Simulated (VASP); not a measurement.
# B4Cl3 (P6/mmm) in VASP: a series of runs

B4Cl3 is run at these levels: PBE; tasks: single point, relaxation of cell and atoms.

Program: VASP 6.6.1. These are calculated values, not measurements. Logs are shortened: lines on timing, memory, paths and dates and some standing lists are left out, and cuts for length are marked.

**1. The cell of the first run**

The structure is hexagonal, space group P6/mmm (No. 191). The conventional cell has a = 5.409 Å, b = 5.409 Å, c = 5.096 Å, α = 90.00°, β = 90.00°, γ = 120.00°. Within 2.0 Å of B (site symmetry 3m) lie 1 B at 1.52 Å and 1 Cl at 1.79 Å. Within 2.4 Å of Cl (site symmetry -6m2) lie 2 B at 1.79 Å. Within 4.1 Å of Cl (site symmetry 6/mmm) lie 6 Cl at 3.12 Å and 12 B at 3.60 Å.

**2. Single point, PBE**

INCAR reads:

```
SYSTEM = B4Cl3
PREC = Accurate
ENCUT = 520
EDIFF = 1E-6
ISMEAR = 0
SIGMA = 0.1
LREAL = .FALSE.
LASPH = .TRUE.
NELM = 100
ALGO = Normal
ISIF = 2
LWAVE = .FALSE.
LCHARG = .FALSE.
GGA = PE
NBANDS = 26
```

KPOINTS reads:

```
regular mesh
0
G
  9 9 8
  0 0 0
```

POSCAR reads:

```
B4Cl3
1.0
    5.4094115178      0.0000000000      0.0000000000
   -2.7047057589      4.6846877940      0.0000000000
    0.0000000000      0.0000000000      5.0956902304
B Cl
4 3
Direct
    0.3333333333      0.6666666667      0.6495245922
    0.3333333333      0.6666666667      0.3504754078
    0.6666666667      0.3333333333      0.3504754078
    0.6666666667      0.3333333333      0.6495245922
    0.3333333333      0.6666666667      0.0000000000
    0.6666666667      0.3333333333      0.0000000000
    0.0000000000      0.0000000000      0.0000000000
```

Potentials or basis: VASP PAW PBE potentials, release 64 (B, Cl).

Run with:

```console
$ cat potpaw_PBE.64/B/POTCAR potpaw_PBE.64/Cl/POTCAR > POTCAR
$ mpirun -np 1 vasp_std > vasp.out
```

OUTCAR:

```text
SYSTEM = B4Cl3
   PREC = Accurate
   ENCUT = 520
   EDIFF = 1E-6
   ISMEAR = 0
   LREAL = .FALSE.
   LASPH = .TRUE.
   NELM = 100
   ISIF = 2
   GGA = PE

 ion  position               nearest neighbor table
   1  0.333  0.667  0.650-   2 1.52   5 1.79
   2  0.333  0.667  0.350-   1 1.52   5 1.79
   3  0.667  0.333  0.350-   4 1.52   6 1.79
   4  0.667  0.333  0.650-   3 1.52   6 1.79
   5  0.333  0.667  0.000-   1 1.79   2 1.79
   6  0.667  0.333  0.000-   3 1.79   4 1.79
   7  0.000  0.000  0.000-

  LATTYP: Found a hexagonal cell.
 ALAT       =     5.4094115178
 C/A-ratio  =     0.9420045440

  Lattice vectors:

 A1 = (   5.4094115178,   0.0000000000,   0.0000000000)
 A2 = (  -2.7047057589,   4.6846877940,   0.0000000000)
 A3 = (   0.0000000000,   0.0000000000,   5.0956902304)

Analysis of symmetry for initial positions (statically):
=====================================================================
 Subroutine PRICEL returns:
 Original cell was already a primitive cell.

 Routine SETGRP: Setting up the symmetry group for a
 hexagonal supercell.

 Subroutine GETGRP returns: Found 24 space group operations
 (whereof 24 operations were pure point group operations)
 out of a pool of 24 trial point group operations.

The static configuration has the point symmetry D_6h.

Analysis of symmetry for dynamics (positions and initial velocities):
=====================================================================
 Subroutine PRICEL returns:
 Original cell was already a primitive cell.

 Routine SETGRP: Setting up the symmetry group for a
 hexagonal supercell.

 Subroutine GETGRP returns: Found 24 space group operations
 (whereof 24 operations were pure point group operations)
 out of a pool of 24 trial point group operations.

The dynamic configuration has the point symmetry D_6h.

 Subroutine INISYM returns: Found 24 space group operations
 (whereof 24 operations are pure point group operations),
 and found     1 'primitive' translations

----------------------------------------------------------------------------------------

                                     Primitive cell

  volume of cell :     129.1319
[... 92 lines left out ...]
   ICHARG =      2    charge: 1-file 2-atom 10-const
   ISPIN  =      1    spin polarized calculation?
   LNONCOLLINEAR =      F non collinear calculations
   LSORBIT =      F    spin-orbit coupling
   LASPH  =      T    aspherical Exc in radial PAW
   ENCUT  =  520.0 eV  38.22 Ry    6.18 a.u.  10.06 10.06  9.47*2*pi/ulx,y,z
   NELM   =    100;   NELMIN=  2; NELMDL= -5     # of ELM steps
   EDIFF  = 0.1E-05   stopping-criterion for ELM
   LREAL  =      F    real-space projection
   EDIFFG = 0.1E-04   stopping-criterion for IOM
   NSW    =      0    number of steps for IOM
   IBRION =     -1    ionic relax: 0-MD 1-quasi-New 2-CG
   NFREE  =      0    steps in history (QN), initial steepest desc. (CG)
   ISIF   =      2    stress and relaxation
   ISYM   =      2    0-nonsym 1-usesym 2-fastsym
   POTIM  = 0.5000    time-step for ionic-motion
   TEBEG  =    0.0;   TEEND  =   0.0 temperature during run
   PSTRESS=    0.0 pullay stress
   NELECT =      33.0000    total number of electrons
   NUPDOWN=      -1.0000    fix difference up-down
   EMIN   =  10.00;   EMAX   =-10.00  energy-range for DOS
   EFERMI =   0.00;   METHOD = LEGACY
   ISMEAR =     0;   SIGMA  =   0.10  broadening in eV -4-tet -1-fermi 0-gaus
   EFERMI_NEDOS =   21; number of points for ismear=-14 and -15
   IALGO  =     38    algorithm
   IMIX   =      4    mixing-type and parameters
     AMIX     =   0.40;   BMIX     =  1.00
     AMIX_MAG =   1.60;   BMIX_MAG =  1.00
  volume/ion in A,a.u.               =      18.45       124.49
  Fermi-wavevector in a.u.,A,eV,Ry     =   1.038887  1.963211 14.684576  1.079286
  Thomas-Fermi vector in A             =   2.173392
   LORBIT       =      0    0 simple, 1 ext, 2 COOP (PROOUT), +10 PAW based schemes
   GGA     = PE    functional components
   LHFCALC =     F    Hartree Fock is set to
   AEXX    =    0.0000 exact exchange contribution
   IVDW    =     0    specifies the selected vdW correction
   LEPSILON=     F    determine dielectric tensor
   LRPA    =     F    only Hartree local field effects (RPA)
 non-spin polarized calculation
 Gauss-broadening in eV      SIGMA  =   0.10
  energy-cutoff  :      520.00
  volume of cell :      129.13
 maximum number of plane-waves:      3510
   NGX = 21   NGY = 21   NGZ = 19

 number of electron      33.0000003 magnetization

 Free energy of the ion-electron system (eV)
  ---------------------------------------------------
  ext. energy  EPLUGINS =         0.00000000
  ---------------------------------------------------
  free energy    TOTEN  =       -21.84325950 eV

  energy without entropy =      -21.83007147  energy(sigma->0) =      -21.83666549

 E-fermi :   1.7637     XC(G=0):  -8.6535

 val. band max:        1.7485612696   @ k =   0.2222   0.2222   0.5000
 cond. band min:       1.7639662795   @ k =   0.3333   0.2222   0.2500
 fundamental gap:      0.0154050099
 Fermi energy:         1.7636537647

 k-point     1 :       0.0000    0.0000    0.0000
  band No.  band energies     occupation
      1     -17.1463      2.00000
      2     -16.3993      2.00000
      3     -10.8499      2.00000
      4      -8.9301      2.00000
      5      -8.2481      2.00000
      6      -6.7346      2.00000
[... 685 lines left out ...]
     25       8.4330      0.00000
     26       8.7766      0.00000

 [... further k-points ...]
[... 5 lines left out ...]
  --------------------------------------------------------------------------------------
  -------------------------------------------------------------------------------------
  Total       -0.0578344     -0.0578344     -0.3149319      0.0000000      0.0000000      0.0000000
  in kB       -0.7175677     -0.7175677     -3.9074514      0.0000000      0.0000000      0.0000000
  external PRESSURE =      -1.7808623 kB  Pullay stress =       0.0000000 kB

 VOLUME and BASIS-vectors are now :
 -----------------------------------------------------------------------------
  energy-cutoff  :      520.00
  volume of cell :      129.13
      direct lattice vectors                 reciprocal lattice vectors
     5.409411518  0.000000000  0.000000000     0.184862992  0.106730698  0.000000000
    -2.704705759  4.684687794  0.000000000     0.000000000  0.213461397  0.000000000
     0.000000000  0.000000000  5.095690230     0.000000000  0.000000000  0.196244268

 POSITION                                       TOTAL-FORCE (eV/Angst)
 -----------------------------------------------------------------------------------
     -0.00000      3.12313      3.30978        -0.000000     -0.000000     -0.015150
     -0.00000      3.12313      1.78591        -0.000000     -0.000000      0.015150
      2.70471      1.56156      1.78591         0.000000      0.000000      0.015150
      2.70471      1.56156      3.30978         0.000000     -0.000000     -0.015150
     -0.00000      3.12313      0.00000        -0.000000     -0.000000      0.000000
      2.70471      1.56156      0.00000         0.000000      0.000000      0.000000
      0.00000      0.00000      0.00000        -0.000000      0.000000      0.000000
 -----------------------------------------------------------------------------------
    total drift:                                0.000000     -0.000000      0.000000

  FREE ENERGIE OF THE ION-ELECTRON SYSTEM (eV)
  ---------------------------------------------------
  free  energy   TOTEN  =       -21.8432595011 eV

  energy  without entropy=      -21.8300714749  energy(sigma->0) =      -21.83666549
```

OSZICAR:

```text
N       E                     dE             d eps       ncg     rms          rms(c)
DAV:   1     0.158331041412E+03    0.15833E+03   -0.13624E+04  3120   0.106E+03
DAV:   2    -0.113078729510E+02   -0.16964E+03   -0.15838E+03  4158   0.202E+02
DAV:   3    -0.244787155392E+02   -0.13171E+02   -0.12907E+02  3972   0.572E+01
DAV:   4    -0.246954325896E+02   -0.21672E+00   -0.21618E+00  3970   0.828E+00
DAV:   5    -0.247011009583E+02   -0.56684E-02   -0.56655E-02  3930   0.135E+00    0.114E+01
DAV:   6    -0.220638882299E+02    0.26372E+01   -0.49990E+00  3672   0.113E+01    0.108E+01
DAV:   7    -0.218914925929E+02    0.17240E+00   -0.93094E-01  3612   0.444E+00    0.859E+00
DAV:   8    -0.218784752284E+02    0.13017E-01   -0.29710E-01  3610   0.281E+00    0.143E+00
DAV:   9    -0.218442901411E+02    0.34185E-01   -0.81867E-02  3798   0.141E+00    0.698E-01
DAV:  10    -0.218432061004E+02    0.10840E-02   -0.19229E-02  3372   0.637E-01    0.269E-01
DAV:  11    -0.218432134191E+02   -0.73187E-05   -0.79846E-04  3544   0.153E-01    0.644E-02
DAV:  12    -0.218432507081E+02   -0.37289E-04   -0.11373E-04  4100   0.511E-02    0.344E-02
DAV:  13    -0.218432597665E+02   -0.90585E-05   -0.19974E-05  3430   0.247E-02    0.774E-03
DAV:  14    -0.218432595011E+02    0.26541E-06   -0.30655E-06  2868   0.727E-03
   1 F= -.21843260E+02 E0= -.21836665E+02  d E =-.131880E-01
```

Run time: 2.8 min. Hardware: 1 thread of AMD EPYC 7R43 (Zen 3), shared host; peak memory 0.29 GiB.

What came out:

| Quantity | Value |
| --- | --- |
| Free energy | -21.8433 eV |
| Pressure | -0.2 GPa |
| Largest force | 0.015 eV/Å |

Forces in eV/Å, atoms in the order of the input:
```
B    0.000  0.000 -0.015
B    0.000  0.000  0.015
B    0.000  0.000  0.015
B    0.000  0.000 -0.015
Cl   0.000  0.000  0.000
Cl   0.000  0.000  0.000
Cl   0.000  0.000  0.000
```

Levels at points of the mesh, in eV from the Fermi level:
| k point | band 14 | band 15 | band 16 | band 17 | band 18 | band 19 |
| --- | --- | --- | --- | --- | --- | --- |
| (0.00, 0.00, 0.00) | -0.50 | -0.46 | -0.46 | 1.39 | 1.49 | 1.49 |
| (0.00, 0.00, 0.50) | -1.03 | -0.80 | -0.47 | -0.47 | -0.06 | -0.06 |

Caveat: an odd number of electrons without spin polarisation forces a metal; a magnetic or distorted state may lie lower.

**3. Relaxation of cell and atoms, PBE**

This run uses another cell than the first one, of 18.41 Å³/atom, 0.998 times its volume.

INCAR reads:

```
PREC = Accurate
ENCUT = 600
EDIFF = 1E-7
ISMEAR = 0
SIGMA = 0.1
LREAL = False
LASPH = True
NELM = 100
ALGO = Normal
ISIF = 3
LWAVE = False
LCHARG = False
GGA = PE
IBRION = 2
NSW = 100
EDIFFG = -0.01
```

KPOINTS reads:

```
regular mesh
0
Gamma
  9 9 8
```

POSCAR reads:

```
B4Cl3
1.0
    5.4012745969      0.0000000000      0.0000000000
   -2.7006372984      4.6776410137      0.0000000000
    0.0000000000      0.0000000000      5.1007843185
B Cl
4 3
Direct
    0.3333333333      0.6666666667      0.6493801946
    0.3333333333      0.6666666667      0.3506198054
    0.6666666667      0.3333333333      0.3506198054
    0.6666666667      0.3333333333      0.6493801946
    0.3333333333      0.6666666667      0.0000000000
    0.6666666667      0.3333333333      0.0000000000
    0.0000000000      0.0000000000      0.0000000000
```

Potentials or basis: VASP PAW PBE potentials, release 64 (B, Cl).

Run with:

```console
$ cat potpaw_PBE.64/B/POTCAR potpaw_PBE.64/Cl/POTCAR > POTCAR
$ mpirun -np 1 vasp_std > vasp.out
```

OUTCAR:

```text
PREC = Accurate
   ENCUT = 600
   EDIFF = 1E-7
   ISMEAR = 0
   LREAL = False
   LASPH = True
   NELM = 100
   ISIF = 3
   GGA = PE
   IBRION = 2
   NSW = 100
   EDIFFG = -0.01

 ion  position               nearest neighbor table
   1  0.333  0.667  0.649-   2 1.52   5 1.79
   2  0.333  0.667  0.351-   1 1.52   5 1.79
   3  0.667  0.333  0.351-   4 1.52   6 1.79
   4  0.667  0.333  0.649-   3 1.52   6 1.79
   5  0.333  0.667  0.000-   1 1.79   2 1.79
   6  0.667  0.333  0.000-   3 1.79   4 1.79
   7  0.000  0.000  0.000-

  LATTYP: Found a hexagonal cell.
 ALAT       =     5.4012745969
 C/A-ratio  =     0.9443667836

  Lattice vectors:

 A1 = (   5.4012745969,   0.0000000000,   0.0000000000)
 A2 = (  -2.7006372984,   4.6776410137,   0.0000000000)
 A3 = (   0.0000000000,   0.0000000000,   5.1007843185)

Analysis of symmetry for initial positions (statically):
=====================================================================
 Subroutine PRICEL returns:
 Original cell was already a primitive cell.

 Routine SETGRP: Setting up the symmetry group for a
 hexagonal supercell.
[... 184 lines left out ...]
  Direction    XX          YY          ZZ          XY          YZ          ZX
  --------------------------------------------------------------------------------------
  -------------------------------------------------------------------------------------
  Total        0.0385722      0.0385722     -0.4128048      0.0000000      0.0000000     -0.0000000
  in kB        0.4795403      0.4795403     -5.1321013      0.0000000      0.0000000     -0.0000000
  external PRESSURE =      -1.3910069 kB  Pullay stress =       0.0000000 kB
[... 151 lines left out ...]
--------------------------------------- Ionic step        5  -------------------------------------------

 number of electron      33.0000000 magnetization

 Free energy of the ion-electron system (eV)
  ---------------------------------------------------
  ext. energy  EPLUGINS =         0.00000000
  ---------------------------------------------------
  free energy    TOTEN  =       -21.84711123 eV

  energy without entropy =      -21.83362390  energy(sigma->0) =      -21.84036756

 E-fermi :   1.7977     XC(G=0):  -8.6685

 val. band max:        1.7917662759   @ k =   0.3333   0.2222   0.2500
 cond. band min:       1.8018968418   @ k =   0.1111   0.0000   0.5000
 fundamental gap:      0.0101305659
 Fermi energy:         1.7977086527

 k-point     1 :       0.0000    0.0000    0.0000
  band No.  band energies     occupation
      1     -17.1462      2.00000
      2     -16.3935      2.00000
      3     -10.8285      2.00000
      4      -8.9298      2.00000
      5      -8.2450      2.00000
      6      -6.7095      2.00000
[... 541 lines left out ...]
     19       3.2438      0.00000
     20       3.7179      0.00000

 [... further k-points ...]

------------------------ aborting loop because EDIFF is reached ----------------------------------------

  FORCE on cell =-STRESS in cart. coord.  units (eV):
  Direction    XX          YY          ZZ          XY          YZ          ZX
  --------------------------------------------------------------------------------------
  -------------------------------------------------------------------------------------
  Total        0.0544137      0.0544137      0.0255862      0.0000000     -0.0000000     -0.0000000
  in kB        0.6776824      0.6776824      0.3186577      0.0000000     -0.0000000     -0.0000000
  external PRESSURE =       0.5580075 kB  Pullay stress =       0.0000000 kB
[... 22 lines left out ...]
  FREE ENERGIE OF THE ION-ELECTRON SYSTEM (eV)
  ---------------------------------------------------
  free  energy   TOTEN  =       -21.8471112273 eV

  energy  without entropy=      -21.8336238994  energy(sigma->0) =      -21.84036756

 reached required accuracy - stopping structural energy minimisation
```

OSZICAR:

```text
N       E                     dE             d eps       ncg     rms          rms(c)
DAV:   1     0.195194301323E+03    0.19519E+03   -0.15140E+04  2400   0.154E+03
DAV:   2    -0.667517259064E+01   -0.20187E+03   -0.19567E+03  3300   0.256E+02
DAV:   3    -0.240215221765E+02   -0.17346E+02   -0.16516E+02  2972   0.783E+01
DAV:   4    -0.246629627691E+02   -0.64144E+00   -0.63022E+00  3084   0.150E+01
[... 43 lines left out ...]
DAV:   1    -0.218471768023E+02   -0.12707E-03   -0.33030E-03  2416   0.365E-01    0.655E-02
DAV:   2    -0.218471258961E+02    0.50906E-04   -0.11179E-04  2632   0.733E-02    0.505E-02
DAV:   3    -0.218471117095E+02    0.14187E-04   -0.55434E-05  2564   0.412E-02    0.712E-03
DAV:   4    -0.218471112759E+02    0.43365E-06   -0.38490E-06  2840   0.131E-02    0.351E-03
DAV:   5    -0.218471112273E+02    0.48562E-07   -0.84660E-07  2644   0.544E-03
   5 F= -.21847111E+02 E0= -.21840368E+02  d E =-.308981E-04
```

Run time: 9.9 min. Hardware: 1 thread of AMD EPYC 7R43 (Zen 3), shared host; peak memory 0.35 GiB.

Results:

- Free energy: -21.8471 eV
- Relaxed volume: 18.38 Å³/atom
- Relaxed cell: a = 5.403 Å, b = 5.403 Å, c = 5.088 Å, α = 90.00°, β = 90.00°, γ = 120.00°
- Space group after relaxing (to 0.05 Å): P6/mmm (No. 191)
- Energy gained by relaxing: 0.1 meV/atom
- Ionic steps: 5
- Pressure after relaxing: 0.1 GPa
- Largest force after relaxing: 0.008 eV/Å

Forces on the atoms (eV/Å):
```
B    0.000  0.000  0.008
B    0.000  0.000 -0.008
B    0.000  0.000 -0.008
B    0.000  0.000  0.008
Cl   0.000  0.000  0.000
Cl   0.000  0.000  0.000
Cl   0.000  0.000  0.000
```

The path:
```csv
step,energy change (eV),largest force (eV/Å),pressure (GPa),volume (Å³)
1,0.0000,0.0280,-0.14,128.87
2,-0.0005,0.0357,0.07,128.57
3,-0.0005,0.0233,0.03,128.63
4,-0.0005,0.0527,0.08,128.66
5,-0.0006,0.0082,0.06,128.64
```

Final structure:
```yaml
crystal:
  lattice:
    - [5.40334, 0.00000, 0.00000]
    - [-2.70167, 4.67943, 0.00000]
    - [0.00000, 0.00000, 5.08789]
  atoms:
    - { symbol: B, position: [0.33333, 0.66667, 0.64952] }
    - { symbol: B, position: [0.33333, 0.66667, 0.35048] }
    - { symbol: B, position: [0.66667, 0.33333, 0.35048] }
    - { symbol: B, position: [0.66667, 0.33333, 0.64952] }
    - { symbol: Cl, position: [0.33333, 0.66667, 0.00000] }
    - { symbol: Cl, position: [0.66667, 0.33333, 0.00000] }
    - { symbol: Cl, position: [0.00000, 0.00000, 0.00000] }
```

Levels at points of the mesh, in eV from the Fermi level:
| k point | band 12 | band 13 | band 14 | band 15 | band 16 | band 17 | band 18 | band 19 | band 20 |
| --- | --- | --- | --- | --- | --- | --- | --- | --- | --- |
| (0.00, 0.00, 0.00) | -0.90 | -0.51 | -0.51 | -0.47 | -0.47 | 1.39 | 1.49 | 1.49 | 1.74 |
| (0.00, 0.00, 0.50) | -2.20 | -2.20 | -1.04 | -0.78 | -0.48 | -0.48 | -0.08 | -0.08 | 0.74 |

Caveat: an odd number of electrons without spin polarisation forces a metal; a magnetic or distorted state may lie lower.

[end of part 1 of 2]
